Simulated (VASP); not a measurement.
# Ca3Zn6As6CO in VASP: a series of runs

The runs below take Ca3Zn6As6CO through single point, with LDA.

Program: VASP 6.6.1. These are calculated values, not measurements. Logs are shortened: lines on timing, memory, paths and dates and some standing lists are left out, and cuts for length are marked.

**1. The cell of the first run**

The cell holds a slab with vacuum, 17 atoms: a = 7.186 Å, b = 7.007 Å, c = 17.149 Å, α = 90.00°, β = 90.00°, γ = 90.00°.

**2. Single point, LDA**

Contents of INCAR:

```
ALGO     = Normal         # electronic algorithm
EDIFF    = 1E-6           # SCF threshold, eV
ENCUT    = 520            # plane-wave cutoff, eV
GGA      = CA             # functional
GGA_COMPAT= F            
ISIF     = 2              # what is computed and relaxed
ISMEAR   = -1             # smearing method
LASPH    = T              # aspherical terms in the spheres
LCHARG   = F              # write CHGCAR
LREAL    = Auto         
LWAVE    = F              # write WAVECAR
NBANDS   = 115            # bands
NELM     = 120            # most SCF steps
NELMDL   = -8           
PREC     = Accurate       # precision mode
SIGMA    = 0.1            # smearing width, eV
```

Contents of KPOINTS:

```
k-points
0
Gamma
  2 2 1
```

Contents of POSCAR:

```
Ca3Zn6As6CO
1.0
    7.1855040000      0.0000000000      0.0000000000
    0.0000000000      7.0073420000      0.0000000000
    0.0000000000      0.0000000000     17.1485520000
Ca Zn As C O
3 6 6 1 1
Direct
    0.0000000000      0.0000000000      0.0583140000
    0.4966794731      0.0012284672      0.1770086912
    0.9949023703     -0.0076017511      0.2852832276
    0.3333333000      0.3695335000      0.0583140000
    0.6666667000      0.6304665000      0.0583140000
    0.8108564105      0.3535348941      0.1807897693
    0.1853802096      0.6478528363      0.1791799059
    0.3681716874      0.3966038653      0.2682862413
    0.6566443707      0.6243826810      0.2803086749
    0.3333333000      0.7395112000      0.0583140000
    0.6666667000      0.2604888000      0.0583140000
    0.8486896848      0.7425056856      0.1693711726
    0.1489413422      0.2575540678      0.1720361003
    0.3325339760      0.7327301776      0.3047124948
    0.6692422645      0.2730674076      0.3067986615
    0.7653485379      0.7540654431      0.3788179090
    0.7526811789      0.7609121405      0.4450953094
```

Potentials or basis: VASP PAW LDA potentials, release 64 (Ca_sv, Zn, As_d, C, O).

Run with:

```console
$ cat potpaw_LDA.64/Ca_sv/POTCAR potpaw_LDA.64/Zn/POTCAR potpaw_LDA.64/As_d/POTCAR potpaw_LDA.64/C/POTCAR potpaw_LDA.64/O/POTCAR > POTCAR
$ mpirun -np 1 vasp_std > vasp.out
```

OUTCAR:

```text
EDIFF = 1E-6
   ENCUT = 520
   GGA = CA
   ISIF = 2
   ISMEAR = -1
   LASPH = T
   LREAL = Auto
   NELM = 120
   NELMDL = -8
   PREC = Accurate

 ion  position               nearest neighbor table
   1  0.000  0.000  0.058-  12 2.84  13 2.86  10 3.01  11 3.01
   2  0.497  0.001  0.177-  10 2.98  11 2.99
   3  0.995  0.992  0.285-  12 2.85  13 2.91
   4  0.333  0.370  0.058-  13 2.48  11 2.51  10 2.59   5 3.01   7 3.04
   5  0.667  0.630  0.058-  12 2.44  10 2.51  11 2.59   4 3.01   6 3.04
   6  0.811  0.354  0.181-  11 2.43  15 2.45  13 2.53  12 2.75   9 2.78   5 3.04
   7  0.185  0.648  0.179-  10 2.42  14 2.47  12 2.51   8 2.68  13 2.75   4 3.04
   8  0.368  0.397  0.268-  15 2.42  14 2.45  13 2.48   9 2.62   7 2.68
   9  0.657  0.624  0.280-  16 2.07  14 2.49  12 2.49  15 2.50   8 2.62   6 2.78
  10  0.333  0.740  0.058-   7 2.42   5 2.51   4 2.59   2 2.98   1 3.01
  11  0.667  0.260  0.058-   6 2.43   4 2.51   5 2.59   2 2.99   1 3.01
  12  0.849  0.743  0.169-   5 2.44   9 2.49   7 2.51   6 2.75   1 2.84   3 2.85
  13  0.149  0.258  0.172-   8 2.48   4 2.48   6 2.53   7 2.75   1 2.86   3 2.91
  14  0.333  0.733  0.305-   8 2.45   7 2.47   9 2.49
  15  0.669  0.273  0.307-   8 2.42   6 2.45   9 2.50
  16  0.765  0.754  0.379-  17 1.14   9 2.07
  17  0.753  0.761  0.445-  16 1.14

  LATTYP: Found a simple orthorhombic cell.
 ALAT       =     7.0073420000
 B/A-ratio  =     1.0254250470
 C/A-ratio  =     2.4472263520

  Lattice vectors:

 A1 = (   0.0000000000,  -7.0073420000,   0.0000000000)
 A2 = (   7.1855040000,   0.0000000000,   0.0000000000)
 A3 = (   0.0000000000,   0.0000000000,  17.1485520000)

Analysis of symmetry for initial positions (statically):
=====================================================================
 Subroutine PRICEL returns:
 Original cell was already a primitive cell.

 Routine SETGRP: Setting up the symmetry group for a
 simple orthorhombic supercell.

 Subroutine GETGRP returns: Found  1 space group operations
 (whereof  1 operations were pure point group operations)
 out of a pool of  8 trial point group operations.

The static configuration has the point symmetry C_1 .

Analysis of symmetry for dynamics (positions and initial velocities):
=====================================================================
 Subroutine PRICEL returns:
 Original cell was already a primitive cell.

 Routine SETGRP: Setting up the symmetry group for a
 simple orthorhombic supercell.

 Subroutine GETGRP returns: Found  1 space group operations
 (whereof  1 operations were pure point group operations)
 out of a pool of  8 trial point group operations.

The dynamic configuration has the point symmetry C_1 .

 Subroutine INISYM returns: Found  1 space group operations
 (whereof  1 operations are pure point group operations),
 and found     1 'primitive' translations

----------------------------------------------------------------------------------------

                                     Primitive cell

  volume of cell :     863.4516

  direct lattice vectors                    reciprocal lattice vectors
     7.185504000  0.000000000  0.000000000     0.139169083  0.000000000  0.000000000
     0.000000000  7.007342000  0.000000000     0.000000000  0.142707463  0.000000000
     0.000000000  0.000000000 17.148552000     0.000000000  0.000000000  0.058313961

  length of vectors
     7.185504000  7.007342000 17.148552000     0.139169083  0.142707463  0.058313961

  position of ions in fractional coordinates (direct lattice)
     0.000000000  0.000000000  0.058314000
     0.496679473  0.001228467  0.177008691
     0.994902370  0.992398249  0.285283228
     0.333333300  0.369533500  0.058314000
     0.666666700  0.630466500  0.058314000
     0.810856411  0.353534894  0.180789769
[... 9 lines left out ...]
     0.765348538  0.754065443  0.378817909
     0.752681179  0.760912140  0.445095309

  ion indices of the primitive-cell ions
   primitive index   ion index
                 1           1
                 2           2
                 3           3
                 4           4
                 5           5
                 6           6
[... 9 lines left out ...]
                16          16
                17          17

----------------------------------------------------------------------------------------

 KPOINTS: k-points

Automatic generation of k-mesh.
 Grid dimensions read from file:
 generate k-points for:    2    2    1

 Generating k-lattice:

  Cartesian coordinates                     Fractional coordinates (reciprocal lattice)
     0.069584541  0.000000000  0.000000000     0.500000000  0.000000000  0.000000000
     0.000000000  0.071353732  0.000000000     0.000000000  0.500000000  0.000000000
     0.000000000  0.000000000  0.058313961     0.000000000  0.000000000  1.000000000

  Length of vectors
     0.069584541  0.071353732  0.058313961

  Shift w.r.t. Gamma in fractional coordinates (k-lattice)
     0.000000000  0.000000000  0.000000000

 Subroutine IBZKPT returns following result:
 ===========================================

 Found      4 irreducible k-points:

 Following reciprocal coordinates:
            Coordinates               Weight
  0.000000  0.000000  0.000000      1.000000
  0.500000  0.000000  0.000000      1.000000
  0.000000  0.500000  0.000000      1.000000
  0.500000  0.500000  0.000000      1.000000
   k-points           NKPTS =      4   k-points in BZ     NKDIM =      4   number of bands    NBANDS=    115
   number of dos      NEDOS =    301   number of ions     NIONS =     17
   total plane-waves  NPLWV = 373248
   dimension x,y,z NGX =    54 NGY =   54 NGZ =  128
   dimension x,y,z NGXF=   108 NGYF=  108 NGZF=  256
   ions per type =               3   6   6   1   1
   NGX,Y,Z   is equivalent  to a cutoff of  12.49, 12.81, 12.41 a.u.
   NGXF,Y,Z  is equivalent  to a cutoff of  24.99, 25.62, 24.82 a.u.
 SYSTEM =  unknown system
   PREC   = accura    normal or accurate (medium, high low for compatibility)
   ISTART =      0    job   : 0-new  1-cont  2-samecut
   ICHARG =      2    charge: 1-file 2-atom 10-const
   ISPIN  =      1    spin polarized calculation?
   LNONCOLLINEAR =      F non collinear calculations
   LSORBIT =      F    spin-orbit coupling
   LASPH  =      T    aspherical Exc in radial PAW
   ENCUT  =  520.0 eV  38.22 Ry    6.18 a.u.  13.36 13.03 31.88*2*pi/ulx,y,z
   NELM   =    120;   NELMIN=  2; NELMDL= -8     # of ELM steps
   EDIFF  = 0.1E-05   stopping-criterion for ELM
   LREAL  =      T    real-space projection
   EDIFFG = 0.1E-04   stopping-criterion for IOM
   NSW    =      0    number of steps for IOM
[... 5 lines left out ...]
   TEBEG  =    0.0;   TEEND  =   0.0 temperature during run
   PSTRESS=    0.0 pullay stress
   NELECT =     202.0000    total number of electrons
   NUPDOWN=      -1.0000    fix difference up-down
   EMIN   =  10.00;   EMAX   =-10.00  energy-range for DOS
   EFERMI =   0.00;   METHOD = LEGACY
   ISMEAR =    -1;   SIGMA  =   0.10  broadening in eV -4-tet -1-fermi 0-gaus
   EFERMI_NEDOS =   21; number of points for ismear=-14 and -15
   IALGO  =     38    algorithm
   IMIX   =      4    mixing-type and parameters
     AMIX     =   0.40;   BMIX     =  1.00
     AMIX_MAG =   1.60;   BMIX_MAG =  1.00
  volume/ion in A,a.u.               =      50.79       342.76
  Fermi-wavevector in a.u.,A,eV,Ry     =   1.008740  1.906242 13.844698  1.017557
  Thomas-Fermi vector in A             =   2.141626
   LORBIT       =      0    0 simple, 1 ext, 2 COOP (PROOUT), +10 PAW based schemes
   GGA     = CA    functional components
   LHFCALC =     F    Hartree Fock is set to
   AEXX    =    0.0000 exact exchange contribution
   IVDW    =     0    specifies the selected vdW correction
   LEPSILON=     F    determine dielectric tensor
   LRPA    =     F    only Hartree local field effects (RPA)
 non-spin polarized calculation
  energy-cutoff  :      520.00
  volume of cell :      863.45
 maximum number of plane-waves:     23294
 NGX is ok and might be reduce to    54
   NGX = 27   NGY = 27   NGZ = 63

 number of electron     202.0000052 magnetization

 Free energy of the ion-electron system (eV)
  ---------------------------------------------------
  ext. energy  EPLUGINS =         0.00000000
  ---------------------------------------------------
  free energy    TOTEN  =       -70.48509934 eV

  energy without entropy =      -70.43073435  energy(sigma->0) =      -70.45791684

 E-fermi :  -1.4939     XC(G=0):  -4.9915

 val. band max:       -1.6859765515   @ k =   0.0000   0.0000   0.0000
 cond. band min:      -1.2284355136   @ k =   0.5000   0.5000   0.0000
 fundamental gap:      0.4575410379
 Fermi energy:        -1.4939127963

 k-point     1 :       0.0000    0.0000    0.0000
  band No.  band energies     occupation
      1     -42.6523      2.00000
      2     -42.5915      2.00000
      3     -41.8427      2.00000
      4     -36.8204      2.00000
      5     -36.8134      2.00000
      6     -36.8097      2.00000
[... 105 lines left out ...]
    112       1.4101      0.00000
    113       1.4585      0.00000

 k-point     2 :       0.5000    0.0000    0.0000
  band No.  band energies     occupation
      1     -42.6523      2.00000
      2     -42.5915      2.00000
      3     -41.8428      2.00000
      4     -36.8204      2.00000
      5     -36.8134      2.00000
      6     -36.8097      2.00000
[... 105 lines left out ...]
    112       1.4662      0.00000
    113       1.5400      0.00000

 k-point     3 :       0.0000    0.5000    0.0000
  band No.  band energies     occupation
      1     -42.6523      2.00000
      2     -42.5915      2.00000
      3     -41.8427      2.00000
      4     -36.8204      2.00000
      5     -36.8134      2.00000
      6     -36.8097      2.00000
[... 105 lines left out ...]
    112       1.2792      0.00000
    113       1.4093      0.00000

 k-point     4 :       0.5000    0.5000    0.0000
  band No.  band energies     occupation
      1     -42.6523      2.00000
      2     -42.5915      2.00000
      3     -41.8428      2.00000
      4     -36.8204      2.00000
      5     -36.8134      2.00000
      6     -36.8097      2.00000
[... 105 lines left out ...]
    112       1.2101      0.00000
    113       1.3579      0.00000
 [bands above 113 left out]

------------------------ aborting loop because EDIFF is reached ----------------------------------------

  FORCE on cell =-STRESS in cart. coord.  units (eV):
  Direction    XX          YY          ZZ          XY          YZ          ZX
  --------------------------------------------------------------------------------------
  -------------------------------------------------------------------------------------
  Total      -11.3756779    -11.9991650      1.5658394      4.4024468      0.0383573     -0.0512120
  in kB      -21.1081351    -22.2650463      2.9054927      8.1689585      0.0711739     -0.0950264
  external PRESSURE =     -13.4892296 kB  Pullay stress =       0.0000000 kB

 VOLUME and BASIS-vectors are now :
 -----------------------------------------------------------------------------
  energy-cutoff  :      520.00
  volume of cell :      863.45
      direct lattice vectors                 reciprocal lattice vectors
     7.185504000  0.000000000  0.000000000     0.139169083  0.000000000  0.000000000
     0.000000000  7.007342000  0.000000000     0.000000000  0.142707463  0.000000000
     0.000000000  0.000000000 17.148552000     0.000000000  0.000000000  0.058313961

 POSITION                                       TOTAL-FORCE (eV/Angst)
 -----------------------------------------------------------------------------------
      0.00000      0.00000      1.00000         0.010948      0.048126      0.046025
      3.56889      0.00861      3.03544        -0.004013      0.005972     -0.004711
      7.14887      6.95407      4.89219         0.000251      0.007667      0.026917
      2.39517      2.58945      1.00000         0.796378      0.796786      0.688341
      4.79034      4.41789      1.00000        -0.848764     -0.857223      0.620448
      5.82641      2.47734      3.10028         0.002039      0.013785     -0.009781
[... 9 lines left out ...]
      5.49941      5.28399      6.49618         0.089701     -0.050080     -1.035055
      5.40839      5.33197      7.63274        -0.077647      0.039193      1.057637
 -----------------------------------------------------------------------------------
    total drift:                                0.001113     -0.004425      0.009867

  FREE ENERGIE OF THE ION-ELECTRON SYSTEM (eV)
  ---------------------------------------------------
  free  energy   TOTEN  =       -70.4850993354 eV

  energy  without entropy=      -70.4307343480  energy(sigma->0) =      -70.45791684
```

It took 22 min on 1 thread of AMD EPYC 7R43 (Zen 3), shared host; peak memory 0.73 GiB.

What came out:

* Free energy: -70.4851 eV
* Largest force: 1.357 eV/Å
* Band gap on the k mesh: 0.46 eV (least direct gap 0.66 eV)

Forces in eV/Å, atoms in the order of the input:
```
Ca   0.011  0.048  0.046
Ca  -0.004  0.006 -0.005
Ca   0.000  0.008  0.027
Zn   0.796  0.797  0.688
Zn  -0.849 -0.857  0.620
Zn   0.002  0.014 -0.010
Zn  -0.011 -0.001  0.007
Zn  -0.011 -0.018  0.016
Zn   0.003  0.003 -0.006
As   0.231 -0.570 -0.780
As  -0.186  0.584 -0.684
As  -0.003 -0.005  0.013
As   0.000 -0.010 -0.004
As  -0.010  0.031  0.019
As   0.018 -0.017  0.030
C    0.090 -0.050 -1.035
O   -0.078  0.039  1.058
```

Caveat: the k points lie up to 0.45 Å⁻¹ apart; there is no dipole correction, which matters where the two faces differ.

**3. Single point, LDA**

Contents of INCAR:

```
SYSTEM = Ca3Zn6As6CO
PREC     = Accurate       ! precision mode
ENCUT    = 520            ! plane-wave cutoff, eV
EDIFF    = 1E-6           ! SCF threshold, eV
ISMEAR   = -1             ! smearing method
SIGMA    = 0.1            ! smearing width, eV
LREAL    = Auto         
LASPH    = .True.         ! aspherical terms in the spheres
NELM     = 120            ! most SCF steps
ALGO     = Normal         ! electronic algorithm
ISIF     = 2              ! what is computed and relaxed
LWAVE    = .False.        ! write WAVECAR
LCHARG   = .True.         ! write CHGCAR
LELF     = .True.         ! ELF
LVHAR    = .True.       
NBANDS   = 115            ! bands
GGA_COMPAT= .False.      
NELMDL   = -8
```

Contents of KPOINTS:

```
regular mesh
0
Gamma
  2 2 1
  0 0 0
```

Contents of POSCAR:

```
Ca3Zn6As6CO
1.0
    7.1855040000      0.0000000000      0.0000000000
    0.0000000000      7.0073420000      0.0000000000
    0.0000000000      0.0000000000     17.1485520000
Ca Zn As C O
3 6 6 1 1
Direct
    0.0000000000      0.0000000000      0.0583139614
    0.4827775477      0.0253876577      0.1603808881
    0.9753386819     -0.0453238903      0.2846187830
    0.3333377867      0.3695267050      0.0583139614
    0.6666616566      0.6304673013      0.0583139614
    0.8032421943      0.3108453962      0.1938297764
    0.2097973921      0.6488622933      0.1924302413
    0.3244587993      0.3731372038      0.2776444332
    0.6056081800      0.5711723504      0.2520212785
    0.3333377867      0.7395100739      0.0583139614
    0.6666616566      0.2604839324      0.0583139614
    0.8578243085      0.7312330410      0.1629408710
    0.1548395213      0.2682329477      0.1638447374
    0.2806483721      0.6740787020      0.3312466265
    0.6216126245      0.2233086383      0.3066148092
    0.7388208259      0.7289211801      0.3993048509
    0.7888381942      0.8811615018      0.3978295077
```

Potentials or basis: VASP PAW LDA potentials, release 64 (Ca_sv, Zn, As_d, C, O).

Run with:

```console
$ cat potpaw_LDA.64/Ca_sv/POTCAR potpaw_LDA.64/Zn/POTCAR potpaw_LDA.64/As_d/POTCAR potpaw_LDA.64/C/POTCAR potpaw_LDA.64/O/POTCAR > POTCAR
$ mpirun -np 1 vasp_std > vasp.out
```

It took 15 min on 1 thread of Intel Xeon Platinum 8259CL at 2.50GHz (Skylake/Cascade Lake), shared host; peak memory 0.77 GiB.

The run converged. Its results:

```yaml
Free_energy: -68.5895 eV
Largest_force: 3.288 eV/Å
Band_gap_on_the_k_mesh: 0.55 eV
```

Forces in eV/Å, atoms in the order of the input:
```
Ca  -0.074  0.082 -0.061
Ca   0.155 -0.590  0.550
Ca   0.218  0.586  0.003
Zn   1.053  1.060 -0.079
Zn  -0.892 -0.942  0.415
Zn   0.350  0.027 -0.874
Zn  -0.313  0.133 -0.780
Zn   0.140 -0.773  0.182
Zn   0.157  0.444  0.506
As   0.002 -0.822 -0.122
As   0.029  1.001 -0.656
As  -0.380 -0.272  0.631
As  -1.315 -0.609  0.891
As   0.570  0.598 -0.482
As   0.449  0.420 -0.228
C   -1.226 -3.051  0.011
O    1.077  2.709  0.092
```

Levels at points of the mesh, in eV from the valence-band top:
| k point | band 97 | band 98 | band 99 | band 100 | band 101 | band 102 | band 103 | band 104 | band 105 | band 106 |
| --- | --- | --- | --- | --- | --- | --- | --- | --- | --- | --- |
| (0.00, 0.00, 0.00) | -1.09 | -0.91 | -0.67 | -0.47 | 0.00 | 0.55 | 0.84 | 1.19 | 1.49 | 1.77 |
| (0.50, 0.00, 0.00) | -1.06 | -0.96 | -0.88 | -0.65 | -0.46 | 0.60 | 1.01 | 1.08 | 1.43 | 1.53 |
| (0.00, 0.50, 0.00) | -1.21 | -0.93 | -0.68 | -0.58 | -0.34 | 0.62 | 0.74 | 1.31 | 1.46 | 1.71 |
| (0.50, 0.50, 0.00) | -1.09 | -0.89 | -0.78 | -0.60 | -0.51 | 0.55 | 1.05 | 1.15 | 1.41 | 1.58 |

Caveat: the k points lie up to 0.45 Å⁻¹ apart; the atoms stand as in a frame of molecular dynamics; there is no dipole correction, which matters where the two faces differ.
